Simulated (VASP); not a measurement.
A run of VASP 6.6.1 is set up as follows.

The input INCAR:

```
ALGO = Normal
EDIFF = 1E-6
EDIFFG = -0.01
ENCUT = 600
GGA = PE
IBRION = 2
ISIF = 3
ISMEAR = -1
IVDW = 12
LASPH = True
LCHARG = False
LREAL = False
LWAVE = False
NELM = 100
NSW = 60
PREC = Accurate
SIGMA = 0.05
```

The input KPOINTS:

```
k-points
0
Gamma
  10 10 5
```

File POSCAR:

```
Hf
1.0
    3.1967000000      0.0000000000      0.0000000000
   -1.5983500000      2.7684234083      0.0000000000
    0.0000000000      0.0000000000      5.0578000000
Hf
2
Direct
    0.6666666667      0.3333333333      0.7500000000
    0.3333333333      0.6666666667      0.2500000000
```

Potentials or basis: VASP PAW PBE potentials, release 64 (Hf_pv).

Command:

```console
$ cat potpaw_PBE.64/Hf_pv/POTCAR > POTCAR
$ mpirun -np 1 vasp_std > vasp.out
```

**Question.** Predict the relaxed cell.

**Answer.** a = 3.167 Å, b = 3.167 Å, c = 5.004 Å, α = 90.00°, β = 90.00°, γ = 120.00°.

**Question.** Estimate the dispersion energy per atom.

**Answer.** -0.464 eV.

**Question.** What does it give for the band gap on the k mesh?

**Answer.** Zero (band 10 reaches 6.31 eV, above the bottom of band 11 at 4.79 eV).

Final structure:
```
CELL_PARAMETERS angstrom
3.16688 0.00000 0.00000
-1.58344 2.74260 0.00000
0.00000 0.00000 5.00364
ATOMIC_POSITIONS crystal
Hf 0.66667 0.33333 0.75000
Hf 0.33333 0.66667 0.25000
```

Caveat: spin-orbit coupling is left out, which moves the levels of the heavy elements.
